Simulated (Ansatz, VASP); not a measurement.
Sr2C: VASP beside Ansatz

File INCAR:

```
SYSTEM = Sr2C
ALGO = Normal
EDIFF = 1E-6
ENCUT = 520
GGA = PE
ISIF = 2
ISMEAR = 0
LASPH = .TRUE.
LCHARG = .FALSE.
LREAL = .FALSE.
LWAVE = .FALSE.
NBANDS = 19
NELM = 60
PREC = Accurate
SIGMA = 0.1
```

Contents of KPOINTS:

```
k-points
0
G
  6 6 6
  0 0 0
```

POSCAR

```
Sr2C
1.0
    1.9363736700      1.1179658600      6.3975291600
   -1.9363736700      1.1179658600      6.3975291600
    0.0000000000     -2.2359317200      6.3975291600
Sr C
2 1
Direct
    0.2579300100      0.2579300100      0.2579300100
    0.7420699900      0.7420699900      0.7420699900
    0.0000000000      0.0000000000      0.0000000000
```

Input for Ansatz:

```yaml
crystal:
  lattice:
    - [1.93637367, 1.11796586, 6.39752916]
    - [-1.93637367, 1.11796586, 6.39752916]
    - [0.0, -2.23593172, 6.39752916]
  atoms:
    - { symbol: Sr, position: [0.25793001, 0.25793001, 0.25793001] }
    - { symbol: Sr, position: [0.74206999, 0.74206999, 0.74206999] }
    - { symbol: C, position: [0.0, 0.0, 0.0] }
basis:
  ecutwfc: 420
kpoints:
  mp_grid: { grid: [6, 6, 6] }
hamiltonian:
  xc: pbe
scf:
  occupations: { method: gaussian, width: 0.1 }
  lower_state_search: "off"
output:
  forces: true
  stress: true
  eigenvalues: true
```

Change from the starting cell: species swapped into the Y2C type (R-3m, No. 166).

Alike in both runs: task single point; functional PBE; k mesh 6 × 6 × 6; occupations gaussian, width 0.1 eV; no spin polarisation.

|  | VASP | Ansatz |
| --- | --- | --- |
| version | VASP 6.6.1 | Ansatz 0.2.0 |
| potentials or method | VASP PAW PBE potentials, release 64 (Sr_sv, C), cutoff 520 eV | scalar-relativistic, plane waves, PAW |
| valence electrons in the cell | 24 | 24 |

```csv
,VASP,Ansatz,Ansatz less VASP
gap on the k mesh at the Fermi level (eV),none,none,-
pressure (GPa),3.7,3.5,-0.22
"traceless stress, the component that is largest in VASP (GPa)",-1.72,-1.74,-0.019
rms of the force components (eV/Å),0.174,0.191,+0.0174
```

Atom by atom the forces differ by 0.017 eV/Å (rms over components). A gap of «none» marks a metal or a gap that the smearing closes.
